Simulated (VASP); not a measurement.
Runs of VASP 6.6.1 on LiSb2. The structure is that of space group Fddd (No. 70), or close to it. The cells are those of the table. 

| task | level | cell | cutoff (eV) | gap on the mesh (eV) | pressure (GPa) | relaxed volume (Å³/atom) | largest force (eV/Å) |
| --- | --- | --- | --- | --- | --- | --- | --- |
| relaxation of cell and atoms | RPBE | relaxed from a = 5.472, b = 5.472, c = 5.601 Å, angles 104.4, 75.6, 60.7°, 6 atoms | 600 | none | 0.0 | 25.53 | 0.01 |
| single point | RPBE | a = 5.772, b = 5.772, c = 6.064 Å, angles 103.8, 76.2, 60.1°, 6 atoms | 520 | none | - | - | - |
| single point | PBE+D3(BJ) | a = 5.472, b = 5.472, c = 5.601 Å, angles 104.4, 75.6, 60.7°, 6 atoms | 520 | none | - | - | 0.62 |
| single point | PBE+D3(BJ) | a = 6.058, b = 6.058, c = 5.326 Å, angles 105.0, 75.0, 57.0°, 6 atoms | 520 | none | - | - | - |
| relaxation of cell and atoms | PBE | relaxed from a = 5.472, b = 5.472, c = 5.601 Å, angles 104.4, 75.6, 60.7°, 6 atoms | 600 | none | 0.0 | (a) | 0.01 |
| single point | PBE | a = 5.737, b = 5.737, c = 5.935 Å, angles 104.3, 75.7, 60.6°, 6 atoms | 520 | none | - | - | - |

Alike in all rows: potentials or basis VASP PAW PBE potentials, release 64 (Li_sv, Sb); no spin polarisation; k mesh 4 × 4 × 4; smearing gaussian 0.1229 eV.

**Question.** Fill in the values left out.

**Answer.** (a) 24.74.

Caveats: some runs use coarse meshes; the cutoff is under 1.25 times the usual one of these potentials, so pressure, stress and relaxed cells hold a basis-set (Pulay) error; spin-orbit coupling is left out, which moves the levels of the heavy elements; the volume moved by over 15 % at a fixed basis, so the end points are rough (some runs); the PAW data sets were made with another functional, which shifts forces and pressure a little (some runs); three body term missing (some runs); pairwise dispersion overbinds metals, which lowers pressure and volume (some runs).

A k mesh can miss the band edges, and the runs leave out spin-orbit coupling on Sb.

A gap of «none» marks levels without a gap at the run's occupations.
